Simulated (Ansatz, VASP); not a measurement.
Two plane-wave programs on B

```xyz
2
Lattice="1.8489 0.0000 0.0000 -0.9244 1.6012 0.0000 0.0000 0.0000 4.3526" Properties=species:S:1:pos:R:3 pbc="T T T"
B     0.0000    1.0674    1.0881
B     0.9244    0.5337    3.2644
```

Alike in both runs: task relaxation of cell and atoms; functional PBEsol; k mesh 33 × 33 × 14; occupations gaussian, width 0.1 eV; no spin polarisation.

```csv
,VASP,Ansatz
version,VASP 6.6.1,Ansatz 0.2.0
potentials or method,"VASP PAW PBE potentials, release 64 (B), cutoff 500 eV","scalar-relativistic, plane waves, PAW"
valence electrons in the cell,6,6
```

VASP gave:

```
gap on the k mesh at the Fermi level, each at its own relaxed structure (eV) : none
relaxed volume (Å³/atom)                                                     : 8.08
relaxed cell length with the largest relative difference (Å)                 : 6.393
```

Task: What did Ansatz give for the same quantities?

Result: gap on the k mesh at the Fermi level, each at its own relaxed structure (eV): none; relaxed volume (Å³/atom): 9.01; relaxed cell length with the largest relative difference (Å): 7.137.

VASP's potentials were made for PBE, not for PBEsol. A gap of «none» marks a metal or a gap that the smearing closes. One of these differences is far larger than is usual between the two programs; its cause wasn't traced.

Noted on VASP's run: the volume moved by over 15 % at a fixed basis, so the end points are rough.
